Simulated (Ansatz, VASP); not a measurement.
**One calculation of Ir, two programs**

```
Ir
1.0
     0.00000    1.93796    1.93796
     1.93796    0.00000    1.93796
     1.93796    1.93796    0.00000
Ir
1
Cartesian
  0.0000 0.0000 0.0000
```

Alike in both runs: task single point; functional PBE; k mesh 8 × 8 × 8; occupations gaussian, width 0.05 eV; no spin polarisation.

|  | VASP | Ansatz |
| --- | --- | --- |
| version | VASP 6.6.1 | Ansatz 0.2.0 |
| potentials or method | VASP PAW PBE potentials, release 64 (Ir), cutoff 500 eV | scalar-relativistic, plane waves, PAW |
| valence electrons in the cell | 9 | 17 |

Ansatz gave:

* gap on the k mesh at the Fermi level (eV): none
* pressure (GPa): -0.1

Problem. What did VASP give for the same quantities?

Solution. gap on the k mesh at the Fermi level (eV): none; pressure (GPa): 0.3.

A gap of «none» marks a metal or a gap that the smearing closes. With one functional, cell and mesh, what is left measures potentials, basis and numerics. VASP's potentials hold 9 valence electrons a cell and Ansatz's 17, so a difference there can come from the potentials and not from the codes.

Neither program's run includes spin-orbit coupling.
